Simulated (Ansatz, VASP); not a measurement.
**MgZnS in VASP and in Ansatz**

The input INCAR:

```
PREC = Accurate
ENCUT = 520
EDIFF = 1E-6
ISMEAR = 0
SIGMA = 0.2
LREAL = F
LASPH = T
NELM = 100
ALGO = Normal
ISIF = 2
LWAVE = F
LCHARG = T
GGA = PE
LELF = T
LVHAR = T
NBANDS = 52
```

KPOINTS

```
Automatic mesh
0
Gamma
  6 4 4
```

Contents of POSCAR:

```
MgZnS
1.0
    3.6419124537      0.0000000000      0.0000000000
    0.0000000000      7.2838249073      0.0000000000
    0.0000000000      0.0000000000      8.1594203475
Mg Zn S
4 4 4
Direct
    0.5000000000      0.0000000000      0.8284927647
    0.5000000000      0.5000000000      0.8284927647
    0.0000000000      0.2500000000      0.1715072353
    1.0000000000      0.7500000000      0.1715072353
    0.0000000000      0.2500000000      0.5359909247
    0.0000000000      0.7500000000      0.5359909247
    0.5000000000      0.5000000000      0.4640090753
    0.5000000000      0.0000000000      0.4640090753
    0.0000000000      0.2500000000      0.8410113626
    1.0000000000      0.7500000000      0.8410113626
    0.5000000000      0.0000000000      0.1589886374
    0.5000000000      0.5000000000      0.1589886374
```

Input for Ansatz:

```yaml
crystal:
  lattice:
    - [3.6419124537, 0.0, 0.0]
    - [0.0, 7.2838249073, 0.0]
    - [0.0, 0.0, 8.1594203475]
  atoms:
    - { symbol: Mg, position: [0.5, 0.0, 0.8284927647] }
    - { symbol: Mg, position: [0.5, 0.5, 0.8284927647] }
    - { symbol: Mg, position: [0.0, 0.25, 0.1715072353] }
    - { symbol: Mg, position: [1.0, 0.75, 0.1715072353] }
    - { symbol: Zn, position: [0.0, 0.25, 0.5359909247] }
    - { symbol: Zn, position: [0.0, 0.75, 0.5359909247] }
    - { symbol: Zn, position: [0.5, 0.5, 0.4640090753] }
    - { symbol: Zn, position: [0.5, 0.0, 0.4640090753] }
    - { symbol: S, position: [0.0, 0.25, 0.8410113626] }
    - { symbol: S, position: [1.0, 0.75, 0.8410113626] }
    - { symbol: S, position: [0.5, 0.0, 0.1589886374] }
    - { symbol: S, position: [0.5, 0.5, 0.1589886374] }
basis:
  ecutwfc: 420
kpoints:
  mp_grid: { grid: [6, 4, 4] }
hamiltonian:
  xc: pbe
scf:
  occupations: { method: gaussian, width: 0.2 }
  lower_state_search: "off"
output:
  forces: true
  stress: true
  eigenvalues: true
```

Alike in both runs: task single point; functional PBE; k mesh 6 × 4 × 4; occupations gaussian, width 0.2 eV; no spin polarisation.

|  | VASP | Ansatz |
| --- | --- | --- |
| version | VASP 6.6.1 | Ansatz 0.2.0 |
| potentials or method | VASP PAW PBE potentials, release 64 (Mg, Zn, S), cutoff 520 eV | scalar-relativistic, plane waves, PAW |
| valence electrons in the cell | 80 | 112 |

Ansatz gave:

| Quantity | Value |
| --- | --- |
| gap on the k mesh at the Fermi level (eV) | none |
| pressure (GPa) | -0.1 |
| traceless stress, the component that is largest in VASP (GPa) | -0.63 |
| rms of the force components (eV/Å) | 0.007 |

Which values does VASP return?

gap on the k mesh at the Fermi level (eV): none; pressure (GPa): -0.2; traceless stress, the component that is largest in VASP (GPa): -0.66; rms of the force components (eV/Å): 0.004.

Atom by atom the forces differ by 0.006 eV/Å (rms over components). A gap of «none» marks a metal or a gap that the smearing closes. VASP's potentials hold 80 valence electrons a cell and Ansatz's 112, so a difference there can come from the potentials and not from the codes.
